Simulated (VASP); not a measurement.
# PbO (Pmmn) in VASP: notebook, part 2 of 2

VASP 6.6.1.

### Step 3. Single point, PBE (strain +0.0450 x Voigt [1, -1, 0, 0, 0, 0])

Contents of INCAR:

```
SYSTEM = PbO
  ALGO = Normal
  EDIFF = 1E-6
  ENCUT = 520
  GGA = PE
  ISIF = 2
  ISMEAR = 0
  LASPH = .True.
  LCHARG = .True.
  LELF = .True.
  LREAL = .False.
  LVHAR = .True.
  LWAVE = .False.
  NBANDS = 28
  NELM = 100
  PREC = Accurate
  SIGMA = 0.05
```

Contents of KPOINTS:

```
k-points
0
Gamma
  8 8 6
  0 0 0
```

Contents of POSCAR:

```
PbO
1.0
    4.1532480000      0.0000000000      0.0000000000
    0.0000000000      3.7955520000      0.0000000000
    0.0000000000      0.0000000000      5.0220000000
Pb O
2 2
Direct
    0.0000000000      0.5000000000      0.2351000000
    0.5000000000      0.0000000000      0.7649000000
    0.0000000000      0.0000000000      0.0000000000
    0.5000000000      0.5000000000      0.0000000000
```

Potentials or basis: VASP PAW PBE potentials, release 64 (Pb_d, O).

Started as:

```console
cat potpaw_PBE.64/Pb_d/POTCAR potpaw_PBE.64/O/POTCAR > POTCAR
mpirun -np 1 vasp_std > vasp.out
```

Wall time 4.4 min (1 thread of Intel Xeon 8259CL, shared host); peak memory 0.31 GiB.

Results (log left out):

```
Free energy            : -21.3253 eV
Pressure               : 5.8 GPa
Largest force          : 0.797 eV/Å
Band gap on the k mesh : 1.22 eV (least direct gap 2.38 eV)
```

Forces in eV/Å, atoms in the order of the input:
```
Pb   0.000  0.000  0.688
Pb   0.000  0.000 -0.688
O    0.000  0.000 -0.797
O    0.000  0.000  0.797
```

Stress tensor (GPa, compression positive):
```
2.50 0.00 0.00
0.00 9.77 0.00
0.00 0.00 5.20
```

Levels at points of the mesh, in eV from the valence-band top:
| k point | band 17 | band 18 | band 19 | band 20 | band 21 | band 22 | band 23 | band 24 |
| --- | --- | --- | --- | --- | --- | --- | --- | --- |
| (0.00, 0.00, 0.00) | -1.96 | -1.81 | -1.57 | -0.05 | 2.38 | 5.00 | 5.41 | 5.89 |
| (0.50, 0.00, 0.00) | -3.10 | -3.10 | -1.71 | -1.71 | 3.30 | 3.30 | 6.29 | 6.29 |
| (0.00, 0.50, 0.00) | -3.10 | -3.10 | -1.70 | -1.70 | 3.45 | 3.45 | 6.15 | 6.15 |
| (0.50, 0.50, 0.00) | -1.70 | -1.70 | -1.17 | -1.17 | 1.22 | 1.22 | 5.32 | 5.32 |
| (0.00, 0.00, 0.50) | -1.99 | -1.78 | -1.59 | -1.01 | 1.99 | 3.25 | 4.22 | 4.87 |
| (0.50, 0.00, 0.50) | -3.07 | -3.07 | -0.95 | -0.95 | 2.81 | 2.81 | 6.95 | 6.95 |
| (0.00, 0.50, 0.50) | -3.07 | -3.07 | -1.17 | -1.17 | 3.29 | 3.29 | 5.82 | 5.82 |
| (0.50, 0.50, 0.50) | -2.25 | -2.25 | -1.18 | -1.18 | 3.44 | 3.44 | 4.68 | 4.68 |

Caveat: the cell differs from its parent crystal (strain +0.0450 x Voigt [1, -1, 0, 0, 0, 0]); the cell stands under pressure; spin-orbit coupling is left out, which moves the levels of the heavy elements. A k mesh can miss the band edges.

### Step 4. Single point, PBE (strain +0.0525 x Voigt [1, -1, 0, 0, 0, 0])

Contents of INCAR:

```
PREC = Accurate
ENCUT = 520
EDIFF = 1E-6
ISMEAR = 0
SIGMA = 0.05
LREAL = False
LASPH = True
NELM = 80
ALGO = Normal
ISIF = 2
LWAVE = False
LCHARG = False
GGA = PE
NBANDS = 28
```

Contents of KPOINTS:

```
regular mesh
0
Gamma
  8 8 6
```

POSCAR: that of step 3 with these lines changed.

```diff
@@ -2,4 +2,4 @@
 1.0
-    4.1532480000      0.0000000000      0.0000000000
-    0.0000000000      3.7955520000      0.0000000000
+    4.1830560000      0.0000000000      0.0000000000
+    0.0000000000      3.7657440000      0.0000000000
     0.0000000000      0.0000000000      5.0220000000
```

Potentials or basis: VASP PAW PBE potentials, release 64 (Pb_d, O).

Started as:

```console
cat potpaw_PBE.64/Pb_d/POTCAR potpaw_PBE.64/O/POTCAR > POTCAR
mpirun -np 1 vasp_std > vasp.out
```

OUTCAR:

```text
PREC = Accurate
   ENCUT = 520
   EDIFF = 1E-6
   ISMEAR = 0
   LREAL = False
   LASPH = True
   NELM = 80
   ISIF = 2
   GGA = PE

 ion  position               nearest neighbor table
   1  0.000  0.500  0.235-   3 2.22   3 2.22   4 2.40   4 2.40   2 3.67   2 3.67   2 3.67   2 3.67
                             2 3.87   2 3.87   2 3.87   2 3.87
   2  0.500  0.000  0.765-   4 2.22   4 2.22   3 2.40   3 2.40   1 3.67   1 3.67   1 3.67   1 3.67
                             1 3.87   1 3.87   1 3.87   1 3.87
   3  0.000  0.000  0.000-   1 2.22   1 2.22   2 2.40   2 2.40
[... 952 lines left out ...]
  -------------------------------------------------------------------------------------
  Total        1.0668348      5.2957994      2.7330116      0.0000000      0.0000000      0.0000000
  in kB       21.6066065    107.2558344     55.3516891      0.0000000      0.0000000      0.0000000
  external PRESSURE =      61.4047100 kB  Pullay stress =       0.0000000 kB

 VOLUME and BASIS-vectors are now :
 -----------------------------------------------------------------------------
  energy-cutoff  :      520.00
  volume of cell :       79.11
      direct lattice vectors                 reciprocal lattice vectors
     4.183056000  0.000000000  0.000000000     0.239059673  0.000000000  0.000000000
     0.000000000  3.765744000  0.000000000     0.000000000  0.265551774  0.000000000
     0.000000000  0.000000000  5.022000000     0.000000000  0.000000000  0.199123855

 POSITION                                       TOTAL-FORCE (eV/Angst)
 -----------------------------------------------------------------------------------
      0.00000      1.88287      1.18067         0.000000      0.000000      0.757613
      2.09153      0.00000      3.84133         0.000000      0.000000     -0.757613
      0.00000      0.00000      0.00000         0.000000      0.000000     -0.936713
      2.09153      1.88287      0.00000         0.000000      0.000000      0.936713
 -----------------------------------------------------------------------------------
    total drift:                                0.000000     -0.000000     -0.000000

  FREE ENERGIE OF THE ION-ELECTRON SYSTEM (eV)
  ---------------------------------------------------
  free  energy   TOTEN  =       -21.2936182038 eV

  energy  without entropy=      -21.2936182038  energy(sigma->0) =      -21.29361820
```

Wall time 3.7 min (1 thread of Intel Xeon 8259CL, shared host); peak memory 0.31 GiB.

Results:

- Free energy: -21.2936 eV
- Pressure: 6.1 GPa
- Largest force: 0.937 eV/Å
- Band gap on the k mesh: 1.22 eV (least direct gap 2.40 eV)

Forces in eV/Å, atoms in the order of the input:
```
Pb   0.000  0.000  0.758
Pb   0.000  0.000 -0.758
O    0.000  0.000 -0.937
O    0.000  0.000  0.937
```

Stress tensor (GPa, compression positive):
```
 2.16  0.00  0.00
 0.00 10.73  0.00
 0.00  0.00  5.54
```

Caveat: the cell differs from its parent crystal (strain +0.0525 x Voigt [1, -1, 0, 0, 0, 0]); the cell stands under pressure; spin-orbit coupling is left out, which moves the levels of the heavy elements.

### Step 5. Single point, PBE (strain +0.0375 x Voigt [1, -1, 0, 0, 0, 0])

Contents of INCAR:

```
SYSTEM = PbO
PREC = Accurate ; ENCUT = 520
EDIFF = 1E-6 ; ISMEAR = 0
SIGMA = 0.05 ; LREAL = .FALSE.
LASPH = .TRUE. ; NELM = 80
ALGO = Normal ; ISIF = 2
LWAVE = .FALSE. ; LCHARG = .TRUE.
GGA = PE ; LELF = .TRUE.
LVHAR = .TRUE. ; NBANDS = 28
```

Contents of KPOINTS:

```
regular mesh
0
G
  8 8 6
  0 0 0
```

POSCAR: that of step 4 with these lines changed.

```diff
@@ -2,4 +2,4 @@
 1.0
-    4.1830560000      0.0000000000      0.0000000000
-    0.0000000000      3.7657440000      0.0000000000
+    4.1234400000      0.0000000000      0.0000000000
+    0.0000000000      3.8253600000      0.0000000000
     0.0000000000      0.0000000000      5.0220000000
```

Started as:

```console
cat potpaw_PBE.64/Pb_d/POTCAR potpaw_PBE.64/O/POTCAR > POTCAR
mpirun -np 1 vasp_std > vasp.out
```

Wall time 3.2 min (1 thread of Intel Xeon 8259CL, shared host); peak memory 0.31 GiB.

The run converged. Its results:

```
Free energy            : -21.3518 eV
Pressure               : 5.6 GPa
Largest force          : 0.660 eV/Å
Band gap on the k mesh : 1.22 eV (least direct gap 2.36 eV)
```

Forces on the atoms (eV/Å):
```
Pb   0.000  0.000  0.629
Pb   0.000  0.000 -0.629
O    0.000  0.000 -0.660
O    0.000  0.000  0.660
```

Stress tensor (GPa, compression positive):
```
2.87 0.00 0.00
0.00 8.88 0.00
0.00 0.00 4.92
```

Levels at points of the mesh, in eV from the valence-band top:
| k point | band 18 | band 19 | band 20 | band 21 | band 22 | band 23 |
| --- | --- | --- | --- | --- | --- | --- |
| (0.00, 0.00, 0.00) | -1.80 | -1.59 | -0.04 | 2.37 | 5.11 | 5.41 |
| (0.50, 0.00, 0.00) | -3.10 | -1.70 | -1.70 | 3.31 | 3.31 | 6.33 |
| (0.00, 0.50, 0.00) | -3.09 | -1.69 | -1.69 | 3.44 | 3.44 | 6.24 |
| (0.50, 0.50, 0.00) | -1.69 | -1.15 | -1.15 | 1.22 | 1.22 | 5.31 |
| (0.00, 0.00, 0.50) | -1.78 | -1.61 | -1.00 | 1.97 | 3.38 | 4.23 |
| (0.50, 0.00, 0.50) | -3.06 | -0.95 | -0.95 | 2.85 | 2.85 | 6.84 |
| (0.00, 0.50, 0.50) | -3.06 | -1.14 | -1.14 | 3.26 | 3.26 | 5.90 |
| (0.50, 0.50, 0.50) | -2.25 | -1.16 | -1.16 | 3.45 | 3.45 | 4.69 |

Caveat: the cell differs from its parent crystal (strain +0.0375 x Voigt [1, -1, 0, 0, 0, 0]); the cell stands under pressure; spin-orbit coupling is left out, which moves the levels of the heavy elements. A k mesh can miss the band edges.

### Step 6. Summary

```csv
cell,gap on the mesh (eV),pressure (GPa),largest force (eV/Å)
"a = 3.736, b = 4.213, c = 5.022 Å, 4 atoms",1.22,6.5,1.08
"a = 4.153, b = 3.796, c = 5.022 Å, 4 atoms",1.22,5.8,0.80
"a = 4.183, b = 3.766, c = 5.022 Å, 4 atoms",1.22,6.1,0.94
"a = 4.123, b = 3.825, c = 5.022 Å, 4 atoms",1.22,5.6,0.66
```

Alike in all rows: task single point; level PBE; potentials or basis VASP PAW PBE potentials, release 64 (Pb_d, O); no spin polarisation; k mesh 8 × 8 × 6; cutoff (eV) 520; smearing gaussian 0.05 eV.

Caveats: the cell stands under pressure; spin-orbit coupling is left out, which moves the levels of the heavy elements; forces of over 1 eV/Å act on the atoms, so gaps and moduli don't describe the material at rest (at least some runs).

Absolute energies hang on the potentials; compare differences alone.
